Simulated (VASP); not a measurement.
# Be2C (Fm-3m) in VASP: a series of runs, part 2 of 2

VASP 6.6.1. The steps go on from the part before.

## 4. Elastic constants, PBEsol

This run uses another cell than the first one, of 6.64 Å³/atom.

The input, INCAR:

```
  PREC = Accurate
  ENCUT = 600
  EDIFF = 1E-8
  ISMEAR = 0
  SIGMA = 0.01
  LREAL = False
  LASPH = True
  NELM = 120
  ALGO = Normal
  ISIF = 3
  LWAVE = False
  LCHARG = False
  GGA = PS
  IBRION = 6
  NFREE = 2
  POTIM = 0.015
  NSW = 1
  GGA_COMPAT = False
```

The input, KPOINTS:

```
Automatic mesh
0
Gamma
  8 8 8
```

The input, POSCAR:

```
Be2C
1.0
    0.0000000000      2.1518771097      2.1518771097
    2.1518771097      0.0000000000      2.1518771097
    2.1518771097      2.1518771097      0.0000000000
Be C
2 1
Direct
    0.2500000000      0.2500000000      0.2500000000
    0.7500000000      0.7500000000      0.7500000000
    0.0000000000      0.0000000000      0.0000000000
```

Potentials or basis: VASP PAW PBE potentials, release 64 (Be, C).

The run is started by

```bash
$ cat potpaw_PBE.64/Be/POTCAR potpaw_PBE.64/C/POTCAR > POTCAR
$ mpirun -np 1 vasp_std > vasp.out
```

OUTCAR:

```text
PREC = Accurate
   ENCUT = 600
   EDIFF = 1E-8
   ISMEAR = 0
   LREAL = False
   LASPH = True
   NELM = 120
   ISIF = 3
   GGA = PS
   IBRION = 6
   NFREE = 2
   POTIM = 0.015
   NSW = 1

 ion  position               nearest neighbor table
   1  0.250  0.250  0.250-   3 1.86   3 1.86   3 1.86   3 1.86   2 2.15   2 2.15   2 2.15   2 2.15
                             2 2.15   2 2.15
   2  0.750  0.750  0.750-   3 1.86   3 1.86   3 1.86   3 1.86   1 2.15   1 2.15   1 2.15   1 2.15
                             1 2.15   1 2.15
   3  0.000  0.000  0.000-   2 1.86   2 1.86   2 1.86   1 1.86   2 1.86   1 1.86   1 1.86   1 1.86

  LATTYP: Found a face centered cubic cell.
 ALAT       =     4.3037542194

  Lattice vectors:

 A1 = (   0.0000000000,   2.1518771097,   2.1518771097)
 A2 = (   2.1518771097,   0.0000000000,   2.1518771097)
 A3 = (   2.1518771097,   2.1518771097,   0.0000000000)

Analysis of symmetry for initial positions (statically):
=====================================================================
 Subroutine PRICEL returns:
 Original cell was already a primitive cell.

 Routine SETGRP: Setting up the symmetry group for a
 face centered cubic supercell.

 Subroutine GETGRP returns: Found 48 space group operations
 (whereof 48 operations were pure point group operations)
 out of a pool of 48 trial point group operations.

The static configuration has the point symmetry O_h .

[... 641 lines left out ...]
  external PRESSURE =      16.0902017 kB  Pullay stress =       0.0000000 kB
[... 18 lines left out ...]
  FREE ENERGIE OF THE ION-ELECTRON SYSTEM (eV)
  ---------------------------------------------------
  free  energy   TOTEN  =       -18.4103366900 eV

  energy  without entropy=      -18.4103366900  energy(sigma->0) =      -18.41033669

 INTERNAL STRAIN TENSORS FROM STRAINED CELLS
 ============================================

 INTERNAL STRAIN TENSOR FOR ION    1 for displacements in x,y,z  (eV/Angst):
          X           Y           Z          XY          YZ          ZX
  --------------------------------------------------------------------------------
  x     0.00000    -0.00000     0.00000     0.00000     1.31710    -0.00000
  y    -0.00000    -0.00000     0.00000    -0.00000     0.00000     1.31716
  z    -0.00000     0.00000    -0.00000     1.31709     0.00000    -0.00000

 INTERNAL STRAIN TENSORS FROM DISPLACED ATOMS
 ============================================

 INTERNAL STRAIN TENSOR FOR ION    1 for displacements in x,y,z  (eV/Angst):
          X           Y           Z          XY          YZ          ZX
  --------------------------------------------------------------------------------
  x     0.00000    -0.00000    -0.00000     0.00000     1.31904     0.00000
  y    -0.00000     0.00000    -0.00000     0.00000     0.00000     1.31904
  z    -0.00000    -0.00000     0.00000     1.31904     0.00000     0.00000

 INTERNAL STRAIN TENSOR FOR ION    3 for displacements in x,y,z  (eV/Angst):
          X           Y           Z          XY          YZ          ZX
  --------------------------------------------------------------------------------
  x     0.00000     0.00000     0.00000     0.00000     0.00000     0.00000
  y     0.00000     0.00000     0.00000     0.00000     0.00000     0.00000
  z     0.00000     0.00000     0.00000     0.00000     0.00000     0.00000

 Eigenvectors and eigenvalues of the dynamical matrix
 ----------------------------------------------------

   1 f  =   21.440251 THz   134.713067 2PiTHz  715.169777 cm-1    88.669712 meV
             X         Y         Z           dx          dy          dz
      1.075939  1.075939  1.075939    -0.033688   -0.701100   -0.085579
      3.227816  3.227816  3.227816     0.033688    0.701100    0.085579
      0.000000  0.000000  0.000000     0.000000   -0.000000    0.000000
[... 43 lines left out ...]
   9 f/i=    0.002025 THz     0.012723 2PiTHz    0.067544 cm-1     0.008374 meV
             X         Y         Z           dx          dy          dz
      1.075939  1.075939  1.075939    -0.297718    0.188952   -0.419254
      3.227816  3.227816  3.227816    -0.297718    0.188952   -0.419254
      0.000000  0.000000  0.000000    -0.343613    0.218080   -0.483885

--------------------------------------------------------------------------------------------------------

 ELASTIC MODULI CONTR FROM IONIC RELAXATION (kBar)
 Direction    XX          YY          ZZ          XY          YZ          ZX
 --------------------------------------------------------------------------------
 XX          -0.0000      0.0000     -0.0000      0.0000     -0.0000      0.0000
 YY           0.0000     -0.0000      0.0000      0.0000      0.0000     -0.0000
 ZZ          -0.0000      0.0000     -0.0000     -0.0000      0.0000      0.0000
 XY           0.0000      0.0000     -0.0000    -16.5025     -0.0000      0.0000
 YZ          -0.0000      0.0000      0.0000     -0.0000    -16.5025      0.0000
 ZX           0.0000     -0.0000      0.0000      0.0000      0.0000    -16.5025
 --------------------------------------------------------------------------------

 TOTAL ELASTIC MODULI (kBar)
 Direction    XX          YY          ZZ          XY          YZ          ZX
 --------------------------------------------------------------------------------
 XX        5853.1301    205.2491    205.2491     -0.0000      0.0000      0.0000
 YY         205.2491   5853.1301    205.2491      0.0000      0.0000     -0.0000
 ZZ         205.2491    205.2491   5853.1301     -0.0000      0.0000     -0.0000
 XY          -0.0000      0.0000     -0.0000   2161.5258     -0.0000      0.0000
 YZ           0.0000      0.0000      0.0000     -0.0000   2161.5258      0.0000
 ZX           0.0000     -0.0000     -0.0000      0.0000      0.0000   2161.5258
 --------------------------------------------------------------------------------
```

Run time: 2.9 min. Hardware: 1 thread of AMD EPYC 7R43 (Zen 3), shared host; peak memory 0.16 GiB.

What came out:

```yaml
Elastic_constants_C11_C12_C44: 585, 21, 216 GPa
Voigt_bulk_modulus: 209 GPa
Highest_phonon_frequency_at_Γ: 715 cm⁻¹
```

Phonon frequencies in cm⁻¹ (negative: imaginary):
| q point | frequencies |
| --- | --- |
| (0.000, 0.000, 0.000) | 0 0 0 662 662 662 715 715 715 |

Elastic tensor in Voigt notation (GPa, in the Cartesian axes of the cell as first typed):
```
585  21  21   0   0   0
 21 585  21   0   0   0
 21  21 585   0   0   0
  0   0   0 216   0   0
  0   0   0   0 216   0
  0   0   0   0   0 216
```

Clamped-ion elastic tensor (GPa):
```
585  21  21   0   0   0
 21 585  21   0   0   0
 21  21 585   0   0   0
  0   0   0 218   0   0
  0   0   0   0 218   0
  0   0   0   0   0 218
```

Caveat: the cell is under stress, which shifts elastic constants; the PAW data sets were made with another functional, which shifts forces and pressure a little.

## 5. Elastic constants, PBEsol

This run uses another cell than the first one, of 6.68 Å³/atom.

The input, INCAR:

```
  ALGO = Normal
  EDIFF = 1E-8
  ENCUT = 600
  GGA = PS
  GGA_COMPAT = False
  IBRION = 6
  ISIF = 3
  ISMEAR = 0
  LASPH = True
  LCHARG = False
  LREAL = False
  LWAVE = False
  NBANDS = 11
  NELM = 120
  NFREE = 2
  NSW = 1
  POTIM = 0.015
  PREC = Accurate
  SIGMA = 0.01
```

The input, KPOINTS:

```
k-points
0
Gamma
  8 8 8
```

The input, POSCAR:

```
Be2C
1.0
    0.0000000000      2.1553775933      2.1553775933
    2.1553775933      0.0000000000      2.1553775933
    2.1553775933      2.1553775933      0.0000000000
Be C
2 1
Direct
    0.2500000000      0.2500000000      0.2500000000
    0.7500000000      0.7500000000      0.7500000000
    0.0000000000      0.0000000000      0.0000000000
```

The run is started by

```bash
$ cat potpaw_PBE.64/Be/POTCAR potpaw_PBE.64/C/POTCAR > POTCAR
$ mpirun -np 1 vasp_std > vasp.out
```

Run time: 4 min. Hardware: 1 thread of AMD EPYC 7R43 (Zen 3), shared host; peak memory 0.15 GiB.

It converged, with:

```
Elastic constants C11, C12, C44 : 580, 19, 213 GPa
Voigt bulk modulus              : 206 GPa
Highest phonon frequency at Γ   : 711 cm⁻¹
```

Phonon frequencies in cm⁻¹ (negative: imaginary):
```csv
q point,frequencies
"(0.000, 0.000, 0.000)",0 0 0 657 657 657 711 711 711
```

Elastic tensor in Voigt notation (GPa, in the Cartesian axes of the cell as first typed):
```
580  19  19   0   0   0
 19 580  19   0   0   0
 19  19 580   0   0   0
  0   0   0 213   0   0
  0   0   0   0 213   0
  0   0   0   0   0 213
```

Clamped-ion elastic tensor (GPa):
```
580  19  19   0   0   0
 19 580  19   0   0   0
 19  19 580   0   0   0
  0   0   0 215   0   0
  0   0   0   0 215   0
  0   0   0   0   0 215
```

Caveat: the PAW data sets were made with another functional, which shifts forces and pressure a little.
